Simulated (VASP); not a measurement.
The system is Mn.

```
CELL_PARAMETERS angstrom
4.04933 0.00000 0.00000
-2.02467 3.50682 0.00000
0.00000 0.00000 2.48224
ATOMIC_POSITIONS crystal
Mn 0.00000 0.00000 0.00000
Mn 0.33333 0.66667 0.50000
Mn 0.66667 0.33333 0.50000
```

This isn't the form of Mn at room conditions, which is a 58-atom cubic cell.

```yaml
Program: VASP 6.6.1
Task: relaxation of cell and atoms
Functional: BLYP
Potentials_or_basis: VASP PAW PBE potentials, release 64 (Mn_pv)
Cutoff: 600 eV
k_mesh: 9 × 9 × 13
Occupations: fermi-dirac, width 0.1 eV
Spin: no spin polarisation
```

At the start: pressure -10.8 GPa; volume 11.75 Å³/atom.

How do energy, volume and symmetry change on relaxing?

Over 9 steps the energy falls by 24.8 meV/atom and the volume is 11.19 Å³/atom (-4.7 %); space group P6/mmm (No. 191, to 0.1 Å) before and after.

Step by step:
| step | energy change (eV) | largest force (eV/Å) | pressure (GPa) | volume (Å³) |
| --- | --- | --- | --- | --- |
| 1 | 0.0000 | 0.0000 | -10.79 | 35.25 |
| 2 | 0.0535 | 0.0000 | 19.60 | 31.36 |
| 3 | -0.0689 | 0.0000 | 0.41 | 33.50 |
| 4 | -0.0690 | 0.0000 | 0.67 | 33.47 |
| 5 | -0.0742 | 0.0000 | 0.24 | 33.54 |
| 6 | -0.0743 | 0.0000 | 0.17 | 33.56 |
| 7 | -0.0743 | 0.0000 | 0.19 | 33.56 |
| 8 | -0.0743 | 0.0000 | -0.25 | 33.61 |
| 9 | -0.0744 | 0.0000 | -0.02 | 33.58 |

Final structure:
```
Mn
1.0
     3.94754    0.00000    0.00000
    -1.97377    3.41867    0.00000
     0.00000    0.00000    2.48841
Mn
3
Direct
  0.00000 0.00000 0.00000
  0.33333 0.66667 0.50000
  0.66667 0.33333 0.50000
```

Caveat: the highest band is partly filled, so the run has too few bands; the PAW data sets were made with another functional, which shifts forces and pressure a little; the run has no spin polarisation, though such a crystal can be magnetic.
